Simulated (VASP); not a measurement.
# Cu (Im-3m) in VASP: a series of runs, part 2 of 2

VASP 6.6.1. The steps go on from the part before.

**5. Single point, BLYP (volume scaled by 1.04)**

Input file INCAR:

```
SYSTEM = Cu
AGGAC = 1.0
AGGAX = 1.0
ALDAC = 0.0
ALDAX = 1.0
ALGO = Normal
EDIFF = 1E-6
ENCUT = 520
GGA = B5
ISIF = 2
ISMEAR = -1
LASPH = .TRUE.
LCHARG = .TRUE.
LELF = .TRUE.
LREAL = .FALSE.
LVHAR = .TRUE.
LWAVE = .FALSE.
NBANDS = 12
NELM = 80
PREC = Accurate
SIGMA = 0.1
```

Input file KPOINTS:

```
k-points
0
G
  17 17 17
  0 0 0
```

Input file POSCAR:

```
Cu
1.0
   -1.4912809903      1.4912809903      1.4912809903
    1.4912809903     -1.4912809903      1.4912809903
    1.4912809903      1.4912809903     -1.4912809903
Cu
1
Direct
    0.0000000000      0.0000000000      0.0000000000
```

Potentials or basis: VASP PAW PBE potentials, release 64 (Cu).

On the command line:

```
> cat potpaw_PBE.64/Cu/POTCAR > POTCAR
> mpirun -np 1 vasp_std > vasp.out
```

OUTCAR:

```text
SYSTEM = Cu
   EDIFF = 1E-6
   ENCUT = 520
   GGA = B5
   ISIF = 2
   ISMEAR = -1
   LASPH = .TRUE.
   LREAL = .FALSE.
   NELM = 80
   PREC = Accurate

 ion  position               nearest neighbor table
   1  0.000  0.000  0.000-

  LATTYP: Found a body centered cubic cell.
 ALAT       =     2.9825619806

  Lattice vectors:

 A1 = (  -1.4912809903,   1.4912809903,   1.4912809903)
 A2 = (   1.4912809903,  -1.4912809903,   1.4912809903)
 A3 = (   1.4912809903,   1.4912809903,  -1.4912809903)

Analysis of symmetry for initial positions (statically):
=====================================================================
 Subroutine PRICEL returns:
 Original cell was already a primitive cell.

 Routine SETGRP: Setting up the symmetry group for a
 body centered cubic supercell.

 Subroutine GETGRP returns: Found 48 space group operations
 (whereof 48 operations were pure point group operations)
 out of a pool of 48 trial point group operations.

The static configuration has the point symmetry O_h .

Analysis of symmetry for dynamics (positions and initial velocities):
[... 158 lines left out ...]
 val. band max:        6.6901575421   @ k =  -0.3529   0.4706   0.0588
 cond. band min:       6.7161161197   @ k =  -0.2941   0.4706   0.0588
 fundamental gap:      0.0259585775
 Fermi energy:         6.7109898153

 k-point     1 :       0.0000    0.0000    0.0000
  band No.  band energies     occupation
      1      -1.7171      2.00000
      2       3.8459      2.00000
      3       3.8459      2.00000
      4       3.8460      2.00000
      5       4.7021      2.00000
      6       4.7021      2.00000
      7      30.9860      0.00000
      8      30.9860      0.00000
      9      30.9860      0.00000
     10      32.1594      0.00000
     11      32.1594      0.00000
     12      32.1594      0.00000
[... 331 lines left out ...]
 k-point    24 :       0.1765    0.1765    0.0000
  band No.  band energies     occupation
      1       1.2460      2.00000
      2       3.5544      2.00000
      3       3.5808      2.00000
      4       4.5201      2.00000
      5       4.7790      2.00000
      6       5.0557      2.00000
      7      19.2295      0.00000
      8      19.2670      0.00000
      9      24.5246      0.00000
     10      30.1588      0.00000
     11      31.8900      0.00000
     12      35.3936      0.00000

 [... further k-points ...]
[... 5 lines left out ...]
  --------------------------------------------------------------------------------------
  -------------------------------------------------------------------------------------
  Total       -0.2802265     -0.2802265     -0.2802265      0.0000000      0.0000000     -0.0000000
  in kB      -33.8439712    -33.8439712    -33.8439712      0.0000000      0.0000000     -0.0000000
  external PRESSURE =     -33.8439712 kB  Pullay stress =       0.0000000 kB

 VOLUME and BASIS-vectors are now :
 -----------------------------------------------------------------------------
  energy-cutoff  :      520.00
  volume of cell :       13.27
      direct lattice vectors                 reciprocal lattice vectors
    -1.491280990  1.491280990  1.491280990     0.000000000  0.335282219  0.335282219
     1.491280990 -1.491280990  1.491280990     0.335282219  0.000000000  0.335282219
     1.491280990  1.491280990 -1.491280990     0.335282219  0.335282219  0.000000000

 POSITION                                       TOTAL-FORCE (eV/Angst)
 -----------------------------------------------------------------------------------
      0.00000      0.00000      0.00000         0.000000      0.000000      0.000000
 -----------------------------------------------------------------------------------
    total drift:                                0.000000     -0.000000      0.000000

  FREE ENERGIE OF THE ION-ELECTRON SYSTEM (eV)
  ---------------------------------------------------
  free  energy   TOTEN  =        -2.9509811242 eV

  energy  without entropy=       -2.9414179808  energy(sigma->0) =       -2.94619955
```

OSZICAR:

```text
N       E                     dE             d eps       ncg     rms          rms(c)
DAV:   1     0.444010061437E+02    0.44401E+02   -0.53533E+03  4268   0.148E+03
DAV:   2    -0.219425194429E+01   -0.46595E+02   -0.43009E+02  4084   0.200E+02
DAV:   3    -0.370519841523E+01   -0.15109E+01   -0.14881E+01  4612   0.415E+01
DAV:   4    -0.371616632542E+01   -0.10968E-01   -0.10966E-01  4500   0.312E+00
DAV:   5    -0.371629866791E+01   -0.13234E-03   -0.13234E-03  4692   0.354E-01    0.705E+00
DAV:   6    -0.335578410569E+01    0.36051E+00   -0.13678E+01  4564   0.689E+01    0.414E+00
DAV:   7    -0.295935655095E+01    0.39643E+00   -0.22561E+00  4616   0.288E+01    0.371E-01
DAV:   8    -0.295325601722E+01    0.61005E-02   -0.10456E-02  5412   0.201E+00    0.363E-01
DAV:   9    -0.295098632095E+01    0.22697E-02   -0.14121E-02  4684   0.201E+00    0.373E-02
DAV:  10    -0.295097893984E+01    0.73811E-05   -0.13335E-04  5940   0.196E-01    0.517E-03
DAV:  11    -0.295098120280E+01   -0.22630E-05   -0.32712E-06  4252   0.197E-02    0.138E-03
DAV:  12    -0.295098112417E+01    0.78627E-07   -0.16650E-07  2556   0.588E-03
   1 F= -.29509811E+01 E0= -.29461996E+01  d E =-.956314E-02
```

Run time: 21 s. Hardware: 1 thread of Intel Xeon 6975P-C, shared host; peak memory 0.14 GiB.

Results:

| Quantity | Value |
| --- | --- |
| Free energy | -2.9510 eV |
| Pressure | -3.4 GPa |

Levels at points of the mesh, in eV from the Fermi level:
```tsv
k point	band 4	band 5	band 6	band 7	band 8	band 9
(0.00, 0.00, 0.00)	-2.86	-2.01	-2.01	24.28	24.28	24.28
```

Caveat: the PAW data sets were made with another functional, which shifts forces and pressure a little.

**6. Single point, BLYP (volume scaled by 1.08)**

Input file INCAR:

```
SYSTEM = Cu
AGGAC = 1.0 ; AGGAX = 1.0
ALDAC = 0.0 ; ALDAX = 1.0
ALGO = Normal ; EDIFF = 1E-6
ENCUT = 520 ; GGA = B5
ISIF = 2 ; ISMEAR = -1
LASPH = .True. ; LCHARG = .False.
LREAL = .False. ; LWAVE = .False.
NBANDS = 12 ; NELM = 80
PREC = Accurate ; SIGMA = 0.1
```

Input file KPOINTS:

```
k-points
0
Gamma
  17 17 17
  0 0 0
```

Input file POSCAR:

```
Cu
1.0
   -1.5101599690      1.5101599690      1.5101599690
    1.5101599690     -1.5101599690      1.5101599690
    1.5101599690      1.5101599690     -1.5101599690
Cu
1
Direct
    0.0000000000      0.0000000000      0.0000000000
```

Potentials or basis: VASP PAW PBE potentials, release 64 (Cu).

On the command line:

```
> cat potpaw_PBE.64/Cu/POTCAR > POTCAR
> mpirun -np 1 vasp_std > vasp.out
```

OUTCAR:

```text
SYSTEM = Cu
   EDIFF = 1E-6
   ENCUT = 520
   GGA = B5
   ISIF = 2
   ISMEAR = -1
   LASPH = .True.
   LREAL = .False.
   NELM = 80
   PREC = Accurate

 ion  position               nearest neighbor table
   1  0.000  0.000  0.000-

  LATTYP: Found a body centered cubic cell.
 ALAT       =     3.0203199380

  Lattice vectors:

 A1 = (  -1.5101599690,   1.5101599690,   1.5101599690)
 A2 = (   1.5101599690,  -1.5101599690,   1.5101599690)
 A3 = (   1.5101599690,   1.5101599690,  -1.5101599690)

Analysis of symmetry for initial positions (statically):
=====================================================================
 Subroutine PRICEL returns:
 Original cell was already a primitive cell.

 Routine SETGRP: Setting up the symmetry group for a
 body centered cubic supercell.

 Subroutine GETGRP returns: Found 48 space group operations
 (whereof 48 operations were pure point group operations)
 out of a pool of 48 trial point group operations.

The static configuration has the point symmetry O_h .

Analysis of symmetry for dynamics (positions and initial velocities):
=====================================================================
 Subroutine PRICEL returns:
 Original cell was already a primitive cell.

 Routine SETGRP: Setting up the symmetry group for a
 body centered cubic supercell.

 Subroutine GETGRP returns: Found 48 space group operations
 (whereof 48 operations were pure point group operations)
 out of a pool of 48 trial point group operations.

The dynamic configuration has the point symmetry O_h .

 Subroutine INISYM returns: Found 48 space group operations
 (whereof 48 operations are pure point group operations),
 and found     1 'primitive' translations

----------------------------------------------------------------------------------------

                                     Primitive cell
[... 113 lines left out ...]
   LORBIT       =      0    0 simple, 1 ext, 2 COOP (PROOUT), +10 PAW based schemes
   GGA     = B5    functional components
   LHFCALC =     F    Hartree Fock is set to
   AEXX    =    0.0000 exact exchange contribution
   IVDW    =     0    specifies the selected vdW correction
   LEPSILON=     F    determine dielectric tensor
   LRPA    =     F    only Hartree local field effects (RPA)
 non-spin polarized calculation
  energy-cutoff  :      520.00
  volume of cell :       13.78
 maximum number of plane-waves:       381
   NGX =  9   NGY =  9   NGZ =  9

 number of electron      10.9999982 magnetization

 Free energy of the ion-electron system (eV)
  ---------------------------------------------------
  ext. energy  EPLUGINS =         0.00000000
  ---------------------------------------------------
  free energy    TOTEN  =        -2.93524353 eV

  energy without entropy =       -2.92561919  energy(sigma->0) =       -2.93043136

 E-fermi :   6.3062     XC(G=0): -11.3036

 val. band max:        6.2927539433   @ k =  -0.2941   0.4706   0.0588
 cond. band min:       6.3199798751   @ k =  -0.3529   0.4118   0.1765
 fundamental gap:      0.0272259318
 Fermi energy:         6.3061888833

 k-point     1 :       0.0000    0.0000    0.0000
  band No.  band energies     occupation
      1      -1.8707      2.00000
      2       3.5369      2.00000
      3       3.5369      2.00000
      4       3.5369      2.00000
      5       4.3467      2.00000
      6       4.3467      2.00000
      7      30.2159      0.00000
      8      30.2159      0.00000
      9      30.2159      0.00000
     10      30.9518      0.00000
     11      30.9518      0.00000
     12      30.9518      0.00000
[... 331 lines left out ...]
 k-point    24 :       0.1765    0.1765    0.0000
  band No.  band energies     occupation
      1       1.0233      2.00000
      2       3.2660      2.00000
      3       3.2890      2.00000
      4       4.1752      2.00000
      5       4.4181      2.00000
      6       4.6833      2.00000
      7      18.4592      0.00000
      8      18.5836      0.00000
      9      23.6817      0.00000
     10      29.2963      0.00000
     11      30.8630      0.00000
     12      34.3387      0.00000

 [... further k-points ...]

------------------------ aborting loop because EDIFF is reached ----------------------------------------

  FORCE on cell =-STRESS in cart. coord.  units (eV):
  Direction    XX          YY          ZZ          XY          YZ          ZX
  --------------------------------------------------------------------------------------
  -------------------------------------------------------------------------------------
  Total       -0.5593958     -0.5593958     -0.5593958      0.0000000      0.0000000     -0.0000000
  in kB      -65.0580344    -65.0580344    -65.0580344      0.0000000      0.0000000     -0.0000000
  external PRESSURE =     -65.0580344 kB  Pullay stress =       0.0000000 kB

 VOLUME and BASIS-vectors are now :
 -----------------------------------------------------------------------------
  energy-cutoff  :      520.00
  volume of cell :       13.78
      direct lattice vectors                 reciprocal lattice vectors
    -1.510159969  1.510159969  1.510159969     0.000000000  0.331090752  0.331090752
     1.510159969 -1.510159969  1.510159969     0.331090752  0.000000000  0.331090752
     1.510159969  1.510159969 -1.510159969     0.331090752  0.331090752  0.000000000

 POSITION                                       TOTAL-FORCE (eV/Angst)
 -----------------------------------------------------------------------------------
      0.00000      0.00000      0.00000        -0.000000     -0.000000     -0.000000
 -----------------------------------------------------------------------------------
    total drift:                                0.000000     -0.000000      0.000000

  FREE ENERGIE OF THE ION-ELECTRON SYSTEM (eV)
  ---------------------------------------------------
  free  energy   TOTEN  =        -2.9352435288 eV

  energy  without entropy=       -2.9256191870  energy(sigma->0) =       -2.93043136
```

OSZICAR:

```text
N       E                     dE             d eps       ncg     rms          rms(c)
DAV:   1     0.454069619885E+02    0.45407E+02   -0.53702E+03  4256   0.145E+03
DAV:   2    -0.214551959173E+01   -0.47552E+02   -0.43939E+02  4096   0.200E+02
DAV:   3    -0.366879846800E+01   -0.15233E+01   -0.15014E+01  4660   0.410E+01
DAV:   4    -0.367972784619E+01   -0.10929E-01   -0.10928E-01  4484   0.316E+00
DAV:   5    -0.367985786594E+01   -0.13002E-03   -0.13002E-03  4640   0.349E-01    0.697E+00
DAV:   6    -0.336113920934E+01    0.31872E+00   -0.13963E+01  4560   0.689E+01    0.428E+00
DAV:   7    -0.294264927955E+01    0.41849E+00   -0.23335E+00  4644   0.292E+01    0.325E-01
DAV:   8    -0.293784049333E+01    0.48088E-02   -0.14957E-02  5232   0.241E+00    0.389E-01
DAV:   9    -0.293525510650E+01    0.25854E-02   -0.16902E-02  4688   0.219E+00    0.428E-02
DAV:  10    -0.293524100666E+01    0.14100E-04   -0.18204E-04  5904   0.228E-01    0.548E-03
DAV:  11    -0.293524367058E+01   -0.26639E-05   -0.36510E-06  4288   0.206E-02    0.171E-03
DAV:  12    -0.293524352878E+01    0.14180E-06   -0.25145E-07  2532   0.750E-03
   1 F= -.29352435E+01 E0= -.29304314E+01  d E =-.962434E-02
```

stdout:

```text
POSCAR found type information on POSCAR Cu
 POSCAR found :  1 types and       1 ions
 scaLAPACK will be used
 -----------------------------------------------------------------------------
|                                                                             |
|                                                                             |
|     You enforced a specific xc type in the INCAR file but a different       |
|     I HOPE YOU KNOW WHAT YOU ARE DOING!                                     |
|                                                                             |
 -----------------------------------------------------------------------------

 LDA part: xc-table for (Slater(with rela. corr.)+VWN5), standard interpolation
 POSCAR, INCAR and KPOINTS ok, starting setup
 FFT: planning ... GRIDC
 FFT: planning ... GRID_SOFT
 FFT: planning ... GRID
 WAVECAR not read
 entering main loop
```

It took 23 s on 1 thread of Intel Xeon 6975P-C, shared host; peak memory 0.14 GiB.

What came out:

```
Free energy : -2.9352 eV
Pressure    : -6.5 GPa
```

Caveat: the PAW data sets were made with another functional, which shifts forces and pressure a little.

**7. Overview**

```csv
cell,gap on the mesh (eV),pressure (GPa)
"a = 2.480 Å, angles 109.5°, 1 atom",none,12.3
"a = 2.515 Å, angles 109.5°, 1 atom",none,5.8
"a = 2.549 Å, angles 109.5°, 1 atom",none,0.6
"a = 2.583 Å, angles 109.5°, 1 atom",none,-3.4
"a = 2.616 Å, angles 109.5°, 1 atom",none,-6.5
```

Alike in all rows: task single point; level BLYP; potentials or basis VASP PAW PBE potentials, release 64 (Cu); no spin polarisation; k mesh 17 × 17 × 17; cutoff (eV) 520; smearing fermi-dirac 0.1 eV.

Caveats: the PAW data sets were made with another functional, which shifts forces and pressure a little.

Absolute energies hang on the potentials; compare differences alone.
